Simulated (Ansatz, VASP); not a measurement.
Cu in VASP and in Ansatz

```xyz
2
Lattice="1.1814 -4.0017 0.0000 1.1814 4.0017 0.0000 0.0000 0.0000 2.4960" Properties=species:S:1:pos:R:3 pbc="T T T"
Cu    1.1814    2.9290    0.6240
Cu    1.1814   -2.9290    1.8720
```

Change from the starting cell: volume 11.800 Å^3 an atom, stretch along a over the lengths across it, relative to the relaxed cell 0.9607.

Alike in both runs: task single point; functional PBE; k mesh 20 × 20 × 20; occupations gaussian, width 0.15 eV; no spin polarisation.

```csv
,VASP,Ansatz
version,VASP 6.6.1,Ansatz 0.2.0
potentials or method,"VASP PAW PBE potentials, release 64 (Cu), cutoff 520 eV","scalar-relativistic, plane waves, PAW"
valence electrons in the cell,22,38
```

|  | VASP | Ansatz | Ansatz less VASP |
| --- | --- | --- | --- |
| gap on the k mesh at the Fermi level (eV) | none | none | - |
| pressure (GPa) | 10.0 | 9.3 | -0.65 |
| traceless stress, the component that is largest in VASP (GPa) | 7.51 | 7.63 | +0.121 |
| rms of the force components (eV/Å) | 0.110 | 0.106 | -0.0043 |

Atom by atom the forces differ by 0.004 eV/Å (rms over components). A gap of «none» marks a metal or a gap that the smearing closes. VASP's potentials hold 22 valence electrons a cell and Ansatz's 38, so a difference there can come from the potentials and not from the codes.
